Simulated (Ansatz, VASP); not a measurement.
Two plane-wave programs on Cd2Se3

```
Cd Se
1.0
     5.11682    0.00000    0.00000
     0.00000    5.11682    0.00000
     0.00000    0.00000    5.11682
Cd Se
2 3
Direct
  0.00000 0.00000 0.00000
  0.50000 0.50000 0.50000
  0.00000 0.50000 0.50000
  0.50000 0.00000 0.50000
  0.50000 0.50000 0.00000
```

Alike in both runs: task relaxation of cell and atoms; functional PBE; k mesh 4 × 4 × 4; occupations gaussian, width 0.1 eV; no spin polarisation.

```csv
,VASP,Ansatz
version,VASP 6.6.1,Ansatz 0.2.0
potentials or method,"VASP PAW PBE potentials, release 64 (Cd, Se), cutoff 600 eV","scalar-relativistic, plane waves, PAW"
valence electrons in the cell,42,88
```

```csv
,VASP,Ansatz,Ansatz less VASP
"gap on the k mesh at the Fermi level, each at its own relaxed structure (eV)",none,none,-
relaxed volume (Å³/atom),29.17,28.83,-0.338
relaxed length of the cell vector where the two differ most in proportion (Å),5.264,5.243,-0.0204
```

A gap of «none» marks a metal or a gap that the smearing closes. VASP's potentials hold 42 valence electrons a cell and Ansatz's 88, so a difference there can come from the potentials and not from the codes.
